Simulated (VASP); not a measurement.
# Mg (P6_3/mmc) in VASP: notebook

Mg is run at these levels: PBEsol-based screened hybrid; tasks: single point.

Everything below comes from runs of VASP 6.6.1. Logs are shortened: lines on timing, memory, paths and dates and some standing lists are left out, and cuts for length are marked.

### 1 The cell of the first run

Symmetry: P6_3/mmc, No. 194, hexagonal system. The conventional cell has a = 3.166 Å, b = 3.166 Å, c = 5.140 Å, α = 90.00°, β = 90.00°, γ = 120.00°. Mg (site symmetry -6m2) has 12 Mg at 3.15 to 3.17 Å within 4.1 Å.

### 2 Single point, PBEsol-based screened hybrid

Contents of POSCAR:

```
Mg
1.0
    3.1659257641      0.0000000000      0.0000000000
   -1.5829628820      2.7417721382      0.0000000000
    0.0000000000      0.0000000000      5.1398819084
Mg
2
Direct
    0.6666666667      0.3333333333      0.7500000000
    0.3333333333      0.6666666667      0.2500000000
```

Contents of INCAR.step1:

```
ALGO     = Normal         # electronic algorithm
EDIFF    = 1E-5           # SCF threshold, eV
ENCUT    = 520            # plane-wave cutoff, eV
GGA      = PE             # functional
ISIF     = 2              # what is computed and relaxed
ISMEAR   = -1             # smearing method
LASPH    = T              # aspherical terms in the spheres
LREAL    = F              # projectors in reciprocal space
LWAVE    = T              # write WAVECAR
NBANDS   = 9              # bands
NELM     = 100            # most SCF steps
PREC     = Accurate       # precision mode
SIGMA    = 0.05           # smearing width, eV
```

Contents of INCAR.step2:

```
AEXX     = 0.25           # exact-exchange fraction
ALGO     = Normal         # electronic algorithm
EDIFF    = 1E-6           # SCF threshold, eV
ENCUT    = 520            # plane-wave cutoff, eV
GGA      = PS             # functional
HFSCREEN = 0.207          # screening, 1/A
ISIF     = 2              # what is computed and relaxed
ISMEAR   = -1             # smearing method
ISTART   = 1            
LASPH    = T              # aspherical terms in the spheres
LCHARG   = T              # write CHGCAR
LELF     = T              # ELF
LHFCALC  = T              # exact exchange
LREAL    = F              # projectors in reciprocal space
LVHAR    = T            
LWAVE    = F              # write WAVECAR
NBANDS   = 9              # bands
NELM     = 100            # most SCF steps
PREC     = Accurate       # precision mode
PRECFOCK = Normal       
SIGMA    = 0.05           # smearing width, eV
```

Contents of KPOINTS:

```
k-points
0
Gamma
  5 5 3
```

Potentials or basis: VASP PAW PBE potentials, release 64 (Mg).

Command:

```sh
cat potpaw_PBE.64/Mg/POTCAR > POTCAR
cp INCAR.step1 INCAR
mpirun -np 1 vasp_std > vasp.out
cp INCAR.step2 INCAR
mpirun -np 1 vasp_std > vasp.out
```

OUTCAR:

```text
AEXX = 0.25
   EDIFF = 1E-6
   ENCUT = 520
   GGA = PS
   HFSCREEN = 0.207
   ISIF = 2
   ISMEAR = -1
   ISTART = 1
   LASPH = T
   LHFCALC = T
   LREAL = F
   NELM = 100
   PREC = Accurate
   PRECFOCK = Normal

 ion  position               nearest neighbor table
   1  0.667  0.333  0.750-   2 3.15   2 3.15   2 3.15   2 3.15   2 3.15   2 3.15
   2  0.333  0.667  0.250-   1 3.15   1 3.15   1 3.15   1 3.15   1 3.15   1 3.15

  LATTYP: Found a hexagonal cell.
 ALAT       =     3.1659257641
 C/A-ratio  =     1.6235004518

  Lattice vectors:

 A1 = (   3.1659257641,   0.0000000000,   0.0000000000)
 A2 = (  -1.5829628820,   2.7417721382,   0.0000000000)
 A3 = (   0.0000000000,   0.0000000000,   5.1398819084)

Analysis of symmetry for initial positions (statically):
=====================================================================
 Subroutine PRICEL returns:
 Original cell was already a primitive cell.

 Routine SETGRP: Setting up the symmetry group for a
 hexagonal supercell.

 Subroutine GETGRP returns: Found 24 space group operations
 (whereof 12 operations were pure point group operations)
 out of a pool of 24 trial point group operations.

The static configuration has the point symmetry D_3d.
 The point group associated with its full space group is D_6h.

Analysis of symmetry for dynamics (positions and initial velocities):
=====================================================================
 Subroutine PRICEL returns:
 Original cell was already a primitive cell.

 Routine SETGRP: Setting up the symmetry group for a
 hexagonal supercell.

 Subroutine GETGRP returns: Found 24 space group operations
 (whereof 12 operations were pure point group operations)
 out of a pool of 24 trial point group operations.

The dynamic configuration has the point symmetry D_3d.
 The point group associated with its full space group is D_6h.

 Subroutine INISYM returns: Found 24 space group operations
 (whereof 12 operations are pure point group operations),
 and found     1 'primitive' translations

----------------------------------------------------------------------------------------

                                     Primitive cell

  volume of cell :      44.6154

  direct lattice vectors                    reciprocal lattice vectors
     3.165925764  0.000000000  0.000000000     0.315863376  0.182363805  0.000000000
    -1.582962882  2.741772138  0.000000000     0.000000000  0.364727610  0.000000000
     0.000000000  0.000000000  5.139881908     0.000000000  0.000000000  0.194556999

  length of vectors
     3.165925764  3.165925764  5.139881908     0.364727610  0.364727610  0.194556999

  position of ions in fractional coordinates (direct lattice)
     0.666666667  0.333333333  0.750000000
     0.333333333  0.666666667  0.250000000

  ion indices of the primitive-cell ions
   primitive index   ion index
                 1           1
                 2           2

----------------------------------------------------------------------------------------

 KPOINTS: k-points

Automatic generation of k-mesh.
 Grid dimensions read from file:
 generate k-points for:    5    5    3

 Generating k-lattice:

  Cartesian coordinates                     Fractional coordinates (reciprocal lattice)
     0.063172675  0.036472761  0.000000000     0.200000000  0.000000000  0.000000000
     0.000000000  0.072945522  0.000000000     0.000000000  0.200000000  0.000000000
     0.000000000  0.000000000  0.064852333     0.000000000  0.000000000  0.333333333

  Length of vectors
     0.072945522  0.072945522  0.064852333

  Shift w.r.t. Gamma in fractional coordinates (k-lattice)
     0.000000000  0.000000000  0.000000000

 Subroutine IBZKPT returns following result:
 ===========================================

 Found     10 irreducible k-points:

 Following reciprocal coordinates:
            Coordinates               Weight
  0.000000  0.000000  0.000000      1.000000
  0.200000  0.000000  0.000000      6.000000
  0.400000  0.000000  0.000000      6.000000
  0.200000  0.200000  0.000000      6.000000
  0.400000  0.200000  0.000000      6.000000
  0.000000  0.000000  0.333333      2.000000
  0.200000  0.000000  0.333333     12.000000
  0.400000  0.000000  0.333333     12.000000
  0.200000  0.200000  0.333333     12.000000
  0.400000  0.200000  0.333333     12.000000
   k-points           NKPTS =     10   k-points in BZ     NKDIM =     75   number of bands    NBANDS=      9
   number of dos      NEDOS =    301   number of ions     NIONS =      2
   total plane-waves  NPLWV =  23040
   dimension x,y,z NGX =    24 NGY =   24 NGZ =   40
   dimension x,y,z NGXF=    48 NGYF=   48 NGZF=   80
   ions per type =               2
   NGX,Y,Z   is equivalent  to a cutoff of  12.60, 12.60, 12.94 a.u.
   NGXF,Y,Z  is equivalent  to a cutoff of  25.21, 25.21, 25.88 a.u.
 SYSTEM =  unknown system
   PREC   = accura    normal or accurate (medium, high low for compatibility)
   ISTART =      1    job   : 0-new  1-cont  2-samecut
   ICHARG =      0    charge: 1-file 2-atom 10-const
   ISPIN  =      1    spin polarized calculation?
   LNONCOLLINEAR =      F non collinear calculations
   LSORBIT =      F    spin-orbit coupling
   LASPH  =      T    aspherical Exc in radial PAW
   ENCUT  =  520.0 eV  38.22 Ry    6.18 a.u.   5.89  5.89  9.56*2*pi/ulx,y,z
   NELM   =    100;   NELMIN=  2; NELMDL=  0     # of ELM steps
   EDIFF  = 0.1E-05   stopping-criterion for ELM
   LREAL  =      F    real-space projection
   EDIFFG = 0.1E-04   stopping-criterion for IOM
   NSW    =      0    number of steps for IOM
   IBRION =     -1    ionic relax: 0-MD 1-quasi-New 2-CG
   NFREE  =      0    steps in history (QN), initial steepest desc. (CG)
   ISIF   =      2    stress and relaxation
   ISYM   =      3    0-nonsym 1-usesym 2-fastsym
   POTIM  = 0.5000    time-step for ionic-motion
   TEBEG  =    0.0;   TEEND  =   0.0 temperature during run
   PSTRESS=    0.0 pullay stress
   NELECT =       4.0000    total number of electrons
   NUPDOWN=      -1.0000    fix difference up-down
   EMIN   =  10.00;   EMAX   =-10.00  energy-range for DOS
   EFERMI =   0.00;   METHOD = LEGACY
   ISMEAR =    -1;   SIGMA  =   0.05  broadening in eV -4-tet -1-fermi 0-gaus
   EFERMI_NEDOS =   21; number of points for ismear=-14 and -15
   IALGO  =     38    algorithm
   IMIX   =      1    mixing-type and parameters
     AMIX     =   0.40;   BMIX     =  1.00
     AMIX_MAG =   1.60;   BMIX_MAG =  1.00
  volume/ion in A,a.u.               =      22.31       150.54
  Fermi-wavevector in a.u.,A,eV,Ry     =   0.732712  1.384624  7.304510  0.536866
  Thomas-Fermi vector in A             =   1.825242
   LORBIT       =      0    0 simple, 1 ext, 2 COOP (PROOUT), +10 PAW based schemes
   GGA     = PS    functional components
   LHFCALC =     T    Hartree Fock is set to
   PRECFOCK=normal    Normal, Fast or Accurate (Low or Medium for compatibility)
   ENCUT4O =  -1.0   cutoff for four orbital integrals eV
   NKREDX  =     1    reduce k-point grid by
   NKREDY  =     1    reduce k-point grid by
   NKREDZ  =     1    reduce k-point grid by
   AEXX    =    0.2500 exact exchange contribution
   HFSCREEN=    0.2070 screening length (either q_TF or 0.3 A-1)
   HFSCREENC=   0.2070 screening length for correlation (either q_TF or 0.3 A-1)
   ENCUTFOCK=  -1.0 apply spherical cutoff to Coloumb kernel
   IVDW    =     0    specifies the selected vdW correction
   LEPSILON=     F    determine dielectric tensor
   LRPA    =     F    only Hartree local field effects (RPA)
 non-spin polarized calculation
  energy-cutoff  :      520.00
  volume of cell :       44.62
 maximum number of plane-waves:      1210
 NGX is ok and might be reduce to    24
  NGX = 18; NGY = 18; NGZ = 30

 number of electron       4.0000000 magnetization

 Free energy of the ion-electron system (eV)
  ---------------------------------------------------
  ext. energy  EPLUGINS =         0.00000000
  ---------------------------------------------------
  free energy    TOTEN  =        -3.41345921 eV

  energy without entropy =       -3.40983458  energy(sigma->0) =       -3.41164690

 E-fermi :   2.5910     XC(G=0):  -7.1911

 val. band max:        2.5103782340   @ k =   0.4000   0.0000   0.0000
 cond. band min:       3.3083250243   @ k =   0.2000   0.2000   0.0000
 fundamental gap:      0.7979467903
 Fermi energy:         2.5909723002

 k-point     1 :       0.0000    0.0000    0.0000
  band No.  band energies     occupation
      1      -5.4235      2.00000
      2       0.7170      2.00000
      3       1.2988      2.00000
      4      14.6406      0.00000
      5      14.6406      0.00000
      6      14.8457      0.00000
      7      14.8457      0.00000
      8      15.5429      0.00000
      9      17.2984      0.00000

 k-point     2 :       0.2000    0.0000    0.0000
  band No.  band energies     occupation
      1      -4.5057      2.00000
      2       1.5941      2.00000
      3       2.1916      1.99932
      4       8.5595      0.00000
      5      11.9868      0.00000
      6      12.4025      0.00000
      7      13.5486      0.00000
      8      14.9690      0.00000
      9      16.6623      0.00000

 k-point     3 :       0.4000    0.0000    0.0000
  band No.  band energies     occupation
      1      -1.7745      2.00000
      2       2.5104      1.66734
      3       4.1398      0.00000
      4       5.0982      0.00000
      5       8.1793      0.00000
      6       8.6963      0.00000
      7      10.5946      0.00000
      8      12.2616      0.00000
      9      15.1125      0.00000
[... 61 lines left out ...]
 k-point     9 :       0.2000    0.2000    0.3333
  band No.  band energies     occupation
      1      -1.9553      2.00000
      2       0.1811      2.00000
      3       6.5095      0.00000
      4       6.5380      0.00000
      5       7.9580      0.00000
      6       8.8028      0.00000
      7       9.4164      0.00000
      8      13.8152      0.00000
      9      15.7977      0.00000

 k-point    10 :       0.4000    0.2000    0.3333
  band No.  band energies     occupation
      1       1.5060      2.00000
      2       1.5619      2.00000
      3       3.7107      0.00000
      4       3.7610      0.00000
      5       6.0932      0.00000
      6       7.8698      0.00000
      7      11.4291      0.00000
      8      11.8201      0.00000
      9      15.2036      0.00000

------------------------ aborting loop because EDIFF is reached ----------------------------------------

  FORCE on cell =-STRESS in cart. coord.  units (eV):
  Direction    XX          YY          ZZ          XY          YZ          ZX
  --------------------------------------------------------------------------------------
  -------------------------------------------------------------------------------------
  Total        0.0295600      0.0295600      0.2635595      0.0000000      0.0000000      0.0000000
  in kB        1.0615236      1.0615236      9.4646368      0.0000000      0.0000000      0.0000000
  external PRESSURE =       3.8625613 kB  Pullay stress =       0.0000000 kB

 VOLUME and BASIS-vectors are now :
 -----------------------------------------------------------------------------
  energy-cutoff  :      520.00
  volume of cell :       44.62
      direct lattice vectors                 reciprocal lattice vectors
     3.165925764  0.000000000  0.000000000     0.315863376  0.182363805  0.000000000
    -1.582962882  2.741772138  0.000000000     0.000000000  0.364727610  0.000000000
     0.000000000  0.000000000  5.139881908     0.000000000  0.000000000  0.194556999

 POSITION                                       TOTAL-FORCE (eV/Angst)
 -----------------------------------------------------------------------------------
      1.58296      0.91392      3.85491         0.000000     -0.000000      0.000000
     -0.00000      1.82785      1.28497        -0.000000      0.000000      0.000000
 -----------------------------------------------------------------------------------
    total drift:                                0.000007     -0.000004     -0.000000

  FREE ENERGIE OF THE ION-ELECTRON SYSTEM (eV)
  ---------------------------------------------------
  free  energy   TOTEN  =        -3.4134592098 eV

  energy  without entropy=       -3.4098345820  energy(sigma->0) =       -3.41164690
```

Run time: 50 s. Hardware: 1 thread of Intel Xeon Platinum 8488C (Sapphire Rapids), shared host; peak memory 0.26 GiB.

What came out:

```yaml
Free_energy: -3.4135 eV
Pressure: 0.4 GPa
Band_gap_on_the_k_mesh: zero (band 2 reaches 3.31 eV, above the bottom of band 3 at 1.30 eV)
```

Caveat: the k points lie up to 0.46 Å⁻¹ apart; the PAW data sets were made with another functional, which shifts forces and pressure a little.

(Part 1 of 2 ends here.)
